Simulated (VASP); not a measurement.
A run of VASP 6.6.1 is set up as follows.

POSCAR

```
SnSe
1.0
    3.6342650805      0.0000000000      0.0000000000
    0.0000000000      3.6342650805      0.0000000000
    0.0000000000      0.0000000000      3.6342650805
Se Sn
1 1
Direct
    0.0000000000      0.0000000000      0.0000000000
    0.5000000000      0.5000000000      0.5000000000
```

File INCAR.step1:

```
SYSTEM = SnSe
  PREC = Accurate
  ENCUT = 520
  ISMEAR = 0
  SIGMA = 0.05
  LREAL = .False.
  LASPH = .True.
  NELM = 60
  NBANDS = 17
  GGA = PE
  ALGO = Normal
  EDIFF = 1E-4
  LWAVE = .True.
  LCHARG = .False.
```

File INCAR.step2:

```
SYSTEM = SnSe
  PREC = Accurate
  ENCUT = 520
  EDIFF = 1E-6
  ISMEAR = 0
  SIGMA = 0.05
  LREAL = .False.
  LASPH = .True.
  NELM = 60
  ALGO = Normal
  ISIF = 2
  LWAVE = .False.
  LCHARG = .False.
  METAGGA = R2SCAN
  LMIXTAU = .True.
  IVDW = 12
  VDW_S6 = 1.0
  VDW_S8 = 0.78981345
  VDW_A1 = 0.49484001
  VDW_A2 = 5.73083694
  NBANDS = 17
  ISTART = 1
```

The input KPOINTS:

```
regular mesh
0
Gamma
  10 10 10
  0 0 0
```

Potentials or basis: VASP PAW PBE potentials, release 64 (Se, Sn_d).

Command:

```sh
$ cat potpaw_PBE.64/Se/POTCAR potpaw_PBE.64/Sn_d/POTCAR > POTCAR
$ cp INCAR.step1 INCAR
$ mpirun -np 1 vasp_std > vasp.out
$ cp INCAR.step2 INCAR
$ mpirun -np 1 vasp_std > vasp.out
```

(1) What does it give for the pressure?

(2) What does it give for the band gap on the k mesh?

Answers

(1) 0.1 GPa.

(2) zero (bands 10 and 11 overlap by 1.37 eV).

Caveat: the PAW data sets were made with another functional, which shifts forces and pressure a little; spin-orbit coupling is left out, which moves the levels of the heavy elements.
